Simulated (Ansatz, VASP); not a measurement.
# Two plane-wave programs on BN

INCAR

```
PREC = Accurate
ENCUT = 520
EDIFF = 1E-8
ISMEAR = -1
SIGMA = 0.03
LREAL = F
LASPH = T
NELM = 80
ALGO = Normal
ISIF = 2
LWAVE = F
LCHARG = F
GGA = PE
LEFG = T
NBANDS = 11
```

Contents of KPOINTS:

```
regular mesh
0
Gamma
  13 13 13
```

POSCAR

```
BN
1.0
    0.0000000000      1.8075000000      1.7532750000
    1.8075000000      0.0000000000      1.7532750000
    1.8075000000      1.8075000000      0.0000000000
B N
1 1
Direct
    0.0000000000      0.0000000000      0.0000000000
    0.7500000000      0.7500000000      0.7500000000
```

Input for Ansatz:

```yaml
crystal:
  lattice:
    - [0.0, 1.8075, 1.753275]
    - [1.8075, 0.0, 1.753275]
    - [1.8075, 1.8075, 0.0]
  atoms:
    - { symbol: B, position: [0.0, 0.0, 0.0] }
    - { symbol: "N", position: [0.75, 0.75, 0.75] }
kpoints:
  mp_grid: { grid: [13, 13, 13] }
scf:
  occupations: { method: fermi_dirac, width: 0.03 }
hamiltonian:
  xc: pbe
  pseudopotentials: { kind: paw }
output:
  forces: true
  stress: true
  eigenvalues: true
  efg: { contact_densities: true }
```

Change from the starting cell: zz strain of -3 %, PAW files.

Alike in both runs: task electric field gradients; functional PBE; k mesh 13 × 13 × 13; occupations fermi-dirac, width 0.03 eV; no spin polarisation.

|  | VASP | Ansatz |
| --- | --- | --- |
| version | VASP 6.6.1 | Ansatz 0.2.0 |
| potentials or method | VASP PAW PBE potentials, release 64 (B, N) | PAW with Ansatz's default frozen-core files, scalar-relativistic |
| plane-wave cutoff (eV) | 520 | 420 |
| valence electrons in the cell | 8 | 8 |

```csv
,VASP,Ansatz,Ansatz less VASP
gap on the k mesh at the Fermi level (eV),4.03,4.04,+0.009
pressure (GPa),15.7,15.3,-0.36
"traceless stress, the component that is largest in VASP (GPa)",12.29,12.28,-0.005
size of Vzz on the site where it differs most (V/Å²),1.1,0.8,-0.30
```
